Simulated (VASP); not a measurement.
# FH in VASP: single point with LDA

Aim: the single point of FH with LDA.

Everything below comes from runs of VASP 6.6.1. Logs are shortened: lines on timing, memory, paths and dates and some standing lists are left out, and cuts for length are marked.

### 1 The cell of the first run

The cell holds a molecule in a box, 2 atoms: a = 10.000 Å, b = 10.000 Å, c = 10.000 Å, α = 90.00°, β = 90.00°, γ = 90.00°.

### 2 Single point, LDA

INCAR reads:

```
  GGA = CA
  ISMEAR = 0
  SIGMA = 0.03
  LWAVE = False
  LCHARG = False
  ISIF = 0
  PREC = Accurate
  LASPH = True
  LREAL = Auto
  ALGO = Normal
  EDIFF = 1E-6
  NELM = 120
  GGA_COMPAT = False
  ENCUT = 520
  EFERMI = MIDGAP
  NELMDL = -8
  ROPT = -0.00025 -0.00025
```

KPOINTS reads:

```
k-points
0
Gamma
  1 1 1
```

POSCAR reads:

```
HF
1.0
   10.0000000000      0.0000000000      0.0000000000
    0.0000000000     10.0000000000      0.0000000000
    0.0000000000      0.0000000000     10.0000000000
F H
1 1
Direct
    0.4623000000      0.5165600000      0.4837600000
    0.5403000000      0.4876400000      0.5230400000
```

Potentials or basis: VASP PAW LDA potentials, release 64 (F, H).

On the command line:

```
cat potpaw_LDA.64/F/POTCAR potpaw_LDA.64/H/POTCAR > POTCAR
mpirun -np 1 vasp_gam > vasp.out
```

OUTCAR:

```text
GGA = CA
   ISMEAR = 0
   ISIF = 0
   PREC = Accurate
   LASPH = True
   LREAL = Auto
   EDIFF = 1E-6
   NELM = 120
   ENCUT = 520
   EFERMI = MIDGAP
   NELMDL = -8

 Found      1 irreducible k-points:

 Following reciprocal coordinates:
            Coordinates               Weight
  0.000000  0.000000  0.000000      1.000000
   k-points           NKPTS =      1   k-points in BZ     NKDIM =      1   number of bands    NBANDS=      8
   number of dos      NEDOS =    301   number of ions     NIONS =      2
   total plane-waves  NPLWV = 512000
   dimension x,y,z NGX =    80 NGY =   80 NGZ =   80
   dimension x,y,z NGXF=   160 NGYF=  160 NGZF=  160
   ions per type =               1   1
   NGX,Y,Z   is equivalent  to a cutoff of  13.30, 13.30, 13.30 a.u.
   NGXF,Y,Z  is equivalent  to a cutoff of  26.60, 26.60, 26.60 a.u.
 SYSTEM =  unknown system
   PREC   = accura    normal or accurate (medium, high low for compatibility)
   ISTART =      0    job   : 0-new  1-cont  2-samecut
   ICHARG =      2    charge: 1-file 2-atom 10-const
   ISPIN  =      1    spin polarized calculation?
   LNONCOLLINEAR =      F non collinear calculations
   LSORBIT =      F    spin-orbit coupling
   LASPH  =      T    aspherical Exc in radial PAW
   ENCUT  =  520.0 eV  38.22 Ry    6.18 a.u.  18.59 18.59 18.59*2*pi/ulx,y,z
   NELM   =    120;   NELMIN=  2; NELMDL= -8     # of ELM steps
   EDIFF  = 0.1E-05   stopping-criterion for ELM
   LREAL  =      T    real-space projection
   EDIFFG = 0.1E-04   stopping-criterion for IOM
   NSW    =      0    number of steps for IOM
   IBRION =     -1    ionic relax: 0-MD 1-quasi-New 2-CG
   NFREE  =      0    steps in history (QN), initial steepest desc. (CG)
   ISIF   =      0    stress and relaxation
   ISYM   =      2    0-nonsym 1-usesym 2-fastsym
   POTIM  = 0.5000    time-step for ionic-motion
   TEBEG  =    0.0;   TEEND  =   0.0 temperature during run

   SCALEE = 1.0000    scale energy and forces
   PSTRESS=    0.0 pullay stress
   NELECT =       8.0000    total number of electrons
   NUPDOWN=      -1.0000    fix difference up-down
   EMIN   =  10.00;   EMAX   =-10.00  energy-range for DOS
   EFERMI =   0.00;   METHOD = MIDGAP
   ISMEAR =     0;   SIGMA  =   0.03  broadening in eV -4-tet -1-fermi 0-gaus
   EFERMI_NEDOS =   21; number of points for ismear=-14 and -15
   IALGO  =     38    algorithm
   IMIX   =      4    mixing-type and parameters
     AMIX     =   0.40;   BMIX     =  1.00
     AMIX_MAG =   1.60;   BMIX_MAG =  1.00
  volume/ion in A,a.u.               =     500.00      3374.17
  Fermi-wavevector in a.u.,A,eV,Ry     =   0.327420  0.618734  1.458594  0.107204
  Thomas-Fermi vector in A             =   1.220131
   LORBIT       =      0    0 simple, 1 ext, 2 COOP (PROOUT), +10 PAW based schemes
   GGA     = CA    functional components
   LHFCALC =     F    Hartree Fock is set to
   AEXX    =    0.0000 exact exchange contribution
   IVDW    =     0    specifies the selected vdW correction
   LEPSILON=     F    determine dielectric tensor
   LRPA    =     F    only Hartree local field effects (RPA)

   CSHIFT  =0.1000    complex shift for real part using Kramers Kronig

   OMEGAMAX=  -1.0    maximum frequency
 non-spin polarized calculation
 Gauss-broadening in eV      SIGMA  =   0.03
  energy-cutoff  :      520.00
  volume of cell :     1000.00
 maximum number of plane-waves:     13481
 NGX is ok and might be reduce to    80
   NGX = 37   NGY = 37   NGZ = 37

 number of electron       7.9999998 magnetization

 Free energy of the ion-electron system (eV)
  ---------------------------------------------------
  ext. energy  EPLUGINS =         0.00000000
  ---------------------------------------------------
  free energy    TOTEN  =        -8.22438186 eV

  energy without entropy =       -8.22438186  energy(sigma->0) =       -8.22438186

 E-fermi :  -5.3340     XC(G=0):  -0.4111

 val. band max:       -9.7198424439   @ k =   0.0000   0.0000   0.0000
 cond. band min:      -0.9481358534   @ k =   0.0000   0.0000   0.0000
 fundamental gap:      8.7717065905
 Fermi energy:        -5.3339891486

 k-point     1 :       0.0000    0.0000    0.0000
  band No.  band energies     occupation
      1     -29.8697      2.00000
      2     -13.4268      2.00000
      3      -9.7200      2.00000
      4      -9.7198      2.00000
      5      -0.9481      0.00000
      6       0.4029      0.00000
      7       1.2237      0.00000
      8       1.2245      0.00000

------------------------ aborting loop because EDIFF is reached ----------------------------------------

 VOLUME and BASIS-vectors are now :
 -----------------------------------------------------------------------------
  energy-cutoff  :      520.00
  volume of cell :     1000.00
      direct lattice vectors                 reciprocal lattice vectors
    10.000000000  0.000000000  0.000000000     0.100000000  0.000000000  0.000000000
     0.000000000 10.000000000  0.000000000     0.000000000  0.100000000  0.000000000
     0.000000000  0.000000000 10.000000000     0.000000000  0.000000000  0.100000000

 POSITION                                       TOTAL-FORCE (eV/Angst)
 -----------------------------------------------------------------------------------
      4.62300      5.16560      4.83760        -1.048337      0.389370     -0.528755
      5.40300      4.87640      5.23040         1.048337     -0.389370      0.528755
 -----------------------------------------------------------------------------------
    total drift:                               -0.000827      0.001575     -0.001587

  FREE ENERGIE OF THE ION-ELECTRON SYSTEM (eV)
  ---------------------------------------------------
  free  energy   TOTEN  =        -8.2243818563 eV

  energy  without entropy=       -8.2243818563  energy(sigma->0) =       -8.22438186
```

It used 32 s of CPU time on 1 thread of Intel(R) Xeon(R) Platinum 8488C (Sapphire Rapids) (shared host).

Results:

* Free energy: -8.2244 eV
* Largest force: 1.237 eV/Å
* Gap between the frontier levels: 8.77 eV

Forces in eV/Å, atoms in the order of the input:
```
F   -1.048  0.389 -0.529
H    1.048 -0.389  0.529
```

Levels at points of the mesh, in eV from the valence-band top:
```tsv
k point	band 2	band 3	band 4	band 5	band 6	band 7
(0.00, 0.00, 0.00)	-3.71	0.00	0.00	8.77	10.12	10.94
```
